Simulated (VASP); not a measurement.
AlFe:

```
CELL_PARAMETERS angstrom
2.91000 0.00000 0.00000
0.00000 2.91000 0.00000
0.00000 0.00000 2.91000
ATOMIC_POSITIONS crystal
Al 0.00000 0.00000 0.00000
Fe 0.50000 0.50000 0.50000
```

Base run:

```yaml
Program: VASP 6.6.1
Functional: PBE
Potentials_or_basis: VASP PAW PBE potentials, release 64 (Al, Fe)
Cutoff: 600 eV
k_mesh: 11 × 11 × 11
Occupations: fermi-dirac, width 0.1 eV
Spin: collinear spin, ferromagnetic start
Starting_moments: "[0.0, 0.5] μB"
Fixed_moment: 0.5 μB
```

Its results: pressure -6.1 GPa; net moment 0.50 μB per cell; site moments Al -0.02; Fe +0.54 μB.

**Question.** The run is repeated on the same cell with these changes: fixed moment from 0.5 μB to none; moments at the start from [0.0, 0.5] to [0.0, 0.8]. What comes out?

**Answer.** Pressure -5.7 GPa; net moment 0.71 μB per cell; site moments Al -0.03; Fe +0.75 μB.

Caveats: the total moment is fixed, so each spin has its own Fermi level (some runs).
